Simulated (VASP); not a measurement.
# As5S (P-62m) in VASP: notebook

As5S is run at these levels: PBE; tasks: single point, relaxation of cell and atoms.

Everything below comes from runs of VASP 6.6.1. Logs are shortened: lines on timing, memory, paths and dates and some standing lists are left out, and cuts for length are marked.

**1. The cell of the first run**

Symmetry: P-62m, No. 189, hexagonal system. The conventional cell has a = 5.110 Å, b = 5.110 Å, c = 5.400 Å, α = 90.00°, β = 90.00°, γ = 120.00°. Within 3.4 Å of As (site symmetry m2m) lie 8 As at 2.59 to 3.09 Å. As (site symmetry -6) has 9 As at 2.95 to 3.09 Å and 3 S at 2.95 Å within 3.9 Å. Within 3.9 Å of S (site symmetry -62m) lie 18 As at 2.95 to 3.89 Å.

**2. Single point, PBE**

Input file INCAR:

```
SYSTEM = As5S
PREC = Accurate
ENCUT = 520
EDIFF = 1E-6
ISMEAR = 0
SIGMA = 0.1
LREAL = .FALSE.
LASPH = .TRUE.
NELM = 80
ALGO = Normal
ISIF = 2
LWAVE = .FALSE.
LCHARG = .TRUE.
GGA = PE
LELF = .TRUE.
LVHAR = .TRUE.
NBANDS = 24
```

Input file KPOINTS:

```
Automatic mesh
0
G
  3 3 4
  0 0 0
```

Input file POSCAR:

```
As5S
1.0
    5.1102416483      0.0000000000      0.0000000000
   -2.5551208242      4.4255990869      0.0000000000
    0.0000000000      0.0000000000      5.3996390124
As S
5 1
Direct
    0.0000000000      0.4522578411      0.0000000000
    0.5477421589      0.5477421589      0.0000000000
    0.4522578411      0.0000000000      0.0000000000
    0.6666666667      0.3333333333      0.5000000000
    0.3333333333      0.6666666667      0.5000000000
    0.0000000000      0.0000000000      0.5000000000
```

Potentials or basis: VASP PAW PBE potentials, release 64 (As, S).

On the command line:

```console
cat potpaw_PBE.64/As/POTCAR potpaw_PBE.64/S/POTCAR > POTCAR
mpirun -np 1 vasp_std > vasp.out
```

OUTCAR:

```text
SYSTEM = As5S
   PREC = Accurate
   ENCUT = 520
   EDIFF = 1E-6
   ISMEAR = 0
   LREAL = .FALSE.
   LASPH = .TRUE.
   NELM = 80
   ISIF = 2
   GGA = PE

 ion  position               nearest neighbor table
   1  0.000  0.452  0.000-   3 2.59   3 2.59   2 2.59   2 2.59
   2  0.548  0.548  0.000-   1 2.59   1 2.59   3 2.59   3 2.59
   3  0.452  0.000  0.000-   1 2.59   1 2.59   2 2.59   2 2.59
   4  0.667  0.333  0.500-
   5  0.333  0.667  0.500-
   6  0.000  0.000  0.500-

  LATTYP: Found a hexagonal cell.
 ALAT       =     5.1102416483
 C/A-ratio  =     1.0566308570

  Lattice vectors:

 A1 = (   5.1102416483,   0.0000000000,   0.0000000000)
 A2 = (  -2.5551208242,   4.4255990869,   0.0000000000)
 A3 = (   0.0000000000,   0.0000000000,   5.3996390124)

Analysis of symmetry for initial positions (statically):
=====================================================================
 Subroutine PRICEL returns:
 Original cell was already a primitive cell.

 Routine SETGRP: Setting up the symmetry group for a
 hexagonal supercell.

 Subroutine GETGRP returns: Found 12 space group operations
 (whereof 12 operations were pure point group operations)
 out of a pool of 24 trial point group operations.

The static configuration has the point symmetry D_3h.

Analysis of symmetry for dynamics (positions and initial velocities):
=====================================================================
 Subroutine PRICEL returns:
 Original cell was already a primitive cell.

 Routine SETGRP: Setting up the symmetry group for a
 hexagonal supercell.

 Subroutine GETGRP returns: Found 12 space group operations
 (whereof 12 operations were pure point group operations)
 out of a pool of 24 trial point group operations.

The dynamic configuration has the point symmetry D_3h.

 Subroutine INISYM returns: Found 12 space group operations
 (whereof 12 operations are pure point group operations),
 and found     1 'primitive' translations

----------------------------------------------------------------------------------------

                                     Primitive cell

  volume of cell :     122.1176

  direct lattice vectors                    reciprocal lattice vectors
     5.110241648  0.000000000  0.000000000     0.195685462  0.112979054  0.000000000
    -2.555120824  4.425599087  0.000000000     0.000000000  0.225958109  0.000000000
     0.000000000  0.000000000  5.399639012     0.000000000  0.000000000  0.185197566

  length of vectors
     5.110241648  5.110241648  5.399639012     0.225958109  0.225958109  0.185197566

  position of ions in fractional coordinates (direct lattice)
     0.000000000  0.452257841  0.000000000
     0.547742159  0.547742159  0.000000000
     0.452257841  0.000000000  0.000000000
     0.666666667  0.333333333  0.500000000
     0.333333333  0.666666667  0.500000000
     0.000000000  0.000000000  0.500000000

  ion indices of the primitive-cell ions
   primitive index   ion index
                 1           1
                 2           2
                 3           3
                 4           4
                 5           5
                 6           6

----------------------------------------------------------------------------------------

 KPOINTS: Automatic mesh

Automatic generation of k-mesh.
 Grid dimensions read from file:
 generate k-points for:    3    3    4

 Generating k-lattice:

  Cartesian coordinates                     Fractional coordinates (reciprocal lattice)
     0.065228487  0.037659685  0.000000000     0.333333333 -0.000000000  0.000000000
     0.000000000  0.075319370  0.000000000     0.000000000  0.333333333  0.000000000
     0.000000000  0.000000000  0.046299391     0.000000000  0.000000000  0.250000000

  Length of vectors
     0.075319370  0.075319370  0.046299391

  Shift w.r.t. Gamma in fractional coordinates (k-lattice)
     0.000000000  0.000000000  0.000000000

 Subroutine IBZKPT returns following result:
 ===========================================

 Found      9 irreducible k-points:

 Following reciprocal coordinates:
            Coordinates               Weight
  0.000000  0.000000  0.000000      1.000000
  0.333333  0.000000  0.000000      6.000000
  0.333333  0.333333  0.000000      2.000000
  0.000000  0.000000  0.250000      2.000000
  0.333333  0.000000  0.250000     12.000000
  0.333333  0.333333  0.250000      4.000000
  0.000000  0.000000  0.500000      1.000000
  0.333333  0.000000  0.500000      6.000000
  0.333333  0.333333  0.500000      2.000000
   k-points           NKPTS =      9   k-points in BZ     NKDIM =      9   number of bands    NBANDS=     24
   number of dos      NEDOS =    301   number of ions     NIONS =      6
   total plane-waves  NPLWV =  64000
   dimension x,y,z NGX =    40 NGY =   40 NGZ =   40
   dimension x,y,z NGXF=    80 NGYF=   80 NGZF=   80
   ions per type =               5   1
   NGX,Y,Z   is equivalent  to a cutoff of  13.01, 13.01, 12.32 a.u.
   NGXF,Y,Z  is equivalent  to a cutoff of  26.03, 26.03, 24.63 a.u.
 SYSTEM =  As5S
   PREC   = accura    normal or accurate (medium, high low for compatibility)
   ISTART =      0    job   : 0-new  1-cont  2-samecut
   ICHARG =      2    charge: 1-file 2-atom 10-const
   ISPIN  =      1    spin polarized calculation?
   LNONCOLLINEAR =      F non collinear calculations
   LSORBIT =      F    spin-orbit coupling
   LASPH  =      T    aspherical Exc in radial PAW
   ENCUT  =  520.0 eV  38.22 Ry    6.18 a.u.   9.50  9.50 10.04*2*pi/ulx,y,z
   NELM   =     80;   NELMIN=  2; NELMDL= -5     # of ELM steps
   EDIFF  = 0.1E-05   stopping-criterion for ELM
   LREAL  =      F    real-space projection
   EDIFFG = 0.1E-04   stopping-criterion for IOM
   NSW    =      0    number of steps for IOM
   IBRION =     -1    ionic relax: 0-MD 1-quasi-New 2-CG
   NFREE  =      0    steps in history (QN), initial steepest desc. (CG)
   ISIF   =      2    stress and relaxation
   ISYM   =      2    0-nonsym 1-usesym 2-fastsym
   POTIM  = 0.5000    time-step for ionic-motion
   TEBEG  =    0.0;   TEEND  =   0.0 temperature during run
   PSTRESS=    0.0 pullay stress
   NELECT =      31.0000    total number of electrons
   NUPDOWN=      -1.0000    fix difference up-down
   EMIN   =  10.00;   EMAX   =-10.00  energy-range for DOS
   EFERMI =   0.00;   METHOD = LEGACY
   ISMEAR =     0;   SIGMA  =   0.10  broadening in eV -4-tet -1-fermi 0-gaus
   EFERMI_NEDOS =   21; number of points for ismear=-14 and -15
   IALGO  =     38    algorithm
   IMIX   =      4    mixing-type and parameters
     AMIX     =   0.40;   BMIX     =  1.00
     AMIX_MAG =   1.60;   BMIX_MAG =  1.00
  volume/ion in A,a.u.               =      20.35       137.35
  Fermi-wavevector in a.u.,A,eV,Ry     =   1.036580  1.958851 14.619422  1.074497
  Thomas-Fermi vector in A             =   2.170977
   LORBIT       =      0    0 simple, 1 ext, 2 COOP (PROOUT), +10 PAW based schemes
   GGA     = PE    functional components
   LHFCALC =     F    Hartree Fock is set to
   AEXX    =    0.0000 exact exchange contribution
   IVDW    =     0    specifies the selected vdW correction
   LEPSILON=     F    determine dielectric tensor
   LRPA    =     F    only Hartree local field effects (RPA)
 non-spin polarized calculation
 Gauss-broadening in eV      SIGMA  =   0.10
  energy-cutoff  :      520.00
  volume of cell :      122.12
 maximum number of plane-waves:      3332
 NGX is ok and might be reduce to    40
   NGX = 19   NGY = 19   NGZ = 21

 number of electron      31.0000003 magnetization

 Free energy of the ion-electron system (eV)
  ---------------------------------------------------
  ext. energy  EPLUGINS =         0.00000000
  ---------------------------------------------------
  free energy    TOTEN  =       -24.62744376 eV

  energy without entropy =      -24.59831401  energy(sigma->0) =      -24.61287888

 E-fermi :   5.3834     XC(G=0): -10.2573

 val. band max:        5.3709828379   @ k =   0.3333   0.3333   0.5000
 cond. band min:       5.3942181697   @ k =   0.0000   0.0000   0.0000
 fundamental gap:      0.0232353318
 Fermi energy:         5.3833929041

 k-point     1 :       0.0000    0.0000    0.0000
  band No.  band energies     occupation
      1      -9.5816      2.00000
      2      -7.0736      2.00000
      3      -4.5389      2.00000
      4      -4.1211      2.00000
      5      -3.1555      2.00000
      6      -3.1555      2.00000
[... 16 lines left out ...]
     23      10.7108      0.00000
     24      10.7108      0.00000

 k-point     2 :       0.3333    0.0000    0.0000
  band No.  band energies     occupation
      1      -8.8761      2.00000
      2      -6.8825      2.00000
      3      -6.1748      2.00000
      4      -5.0240      2.00000
      5      -3.6543      2.00000
      6      -3.5757      2.00000
[... 16 lines left out ...]
     23       9.2796      0.00000
     24      11.3421      0.00000

 k-point     3 :       0.3333    0.3333    0.0000
  band No.  band energies     occupation
      1      -7.7048      2.00000
      2      -7.7048      2.00000
      3      -6.8623      2.00000
      4      -4.6827      2.00000
      5      -4.6827      2.00000
      6      -3.7798      2.00000
[... 16 lines left out ...]
     23       8.7648      0.00000
     24       9.8931      0.00000
[... 109 lines left out ...]
 k-point     8 :       0.3333    0.0000    0.5000
  band No.  band energies     occupation
      1      -8.1204      2.00000
      2      -7.6682      2.00000
      3      -5.7886      2.00000
      4      -5.6359      2.00000
      5      -4.6826      2.00000
      6      -3.3752      2.00000
[... 16 lines left out ...]
     23       8.9460      0.00000
     24      11.3342      0.00000

 k-point     9 :       0.3333    0.3333    0.5000
  band No.  band energies     occupation
      1      -7.0527      2.00000
      2      -7.0527      2.00000
      3      -6.7605      2.00000
      4      -6.0608      2.00000
      5      -6.0608      2.00000
      6      -3.9611      2.00000
[... 16 lines left out ...]
     23       8.6330      0.00000
     24       8.7122      0.00000

------------------------ aborting loop because EDIFF is reached ----------------------------------------

  FORCE on cell =-STRESS in cart. coord.  units (eV):
  Direction    XX          YY          ZZ          XY          YZ          ZX
  --------------------------------------------------------------------------------------
  -------------------------------------------------------------------------------------
  Total       -0.1103409     -0.1103409     -0.0558486      0.0000000      0.0000000      0.0000000
  in kB       -1.4476682     -1.4476682     -0.7327311      0.0000000      0.0000000      0.0000000
  external PRESSURE =      -1.2093559 kB  Pullay stress =       0.0000000 kB

 VOLUME and BASIS-vectors are now :
 -----------------------------------------------------------------------------
  energy-cutoff  :      520.00
  volume of cell :      122.12
      direct lattice vectors                 reciprocal lattice vectors
     5.110241648  0.000000000  0.000000000     0.195685462  0.112979054  0.000000000
    -2.555120824  4.425599087  0.000000000     0.000000000  0.225958109  0.000000000
     0.000000000  0.000000000  5.399639012     0.000000000  0.000000000  0.185197566

 POSITION                                       TOTAL-FORCE (eV/Angst)
 -----------------------------------------------------------------------------------
     -1.15557      2.00151      0.00000        -0.005250      0.009094      0.000000
      1.39955      2.42409      0.00000        -0.005250     -0.009094      0.000000
      2.31115      0.00000      0.00000         0.010500      0.000000     -0.000000
      2.55512      1.47520      2.69982        -0.000000     -0.000000      0.000000
     -0.00000      2.95040      2.69982        -0.000000      0.000000      0.000000
      0.00000      0.00000      2.69982        -0.000000     -0.000000      0.000000
 -----------------------------------------------------------------------------------
    total drift:                                0.000000      0.000000      0.000000

  FREE ENERGIE OF THE ION-ELECTRON SYSTEM (eV)
  ---------------------------------------------------
  free  energy   TOTEN  =       -24.6274437553 eV

  energy  without entropy=      -24.5983140052  energy(sigma->0) =      -24.61287888
```

Run time: 16 s. Hardware: 1 thread of Intel Xeon 6975P-C (Granite Rapids), shared host; peak memory 0.23 GiB.

Results:

* Free energy: -24.6274 eV
* Pressure: -0.1 GPa
* Largest force: 0.011 eV/Å

Forces in eV/Å, atoms in the order of the input:
```
As  -0.005  0.009  0.000
As  -0.005 -0.009  0.000
As   0.011  0.000  0.000
As   0.000  0.000  0.000
As   0.000  0.000  0.000
S    0.000  0.000  0.000
```

Levels at points of the mesh, in eV from the Fermi level:
```
           k point  band 13  band 14  band 15  band 16  band 17  band 18  band 19  band 20
(0.00, 0.00, 0.00)    -2.33    -2.33    -1.00    -0.86     0.01     0.01     2.39     3.75
(0.00, 0.00, 0.50)    -3.57    -2.57    -2.40    -0.82     1.41     2.52     2.52     3.75
```

Caveat: the k points lie up to 0.47 Å⁻¹ apart.

[end of part 1 of 2]
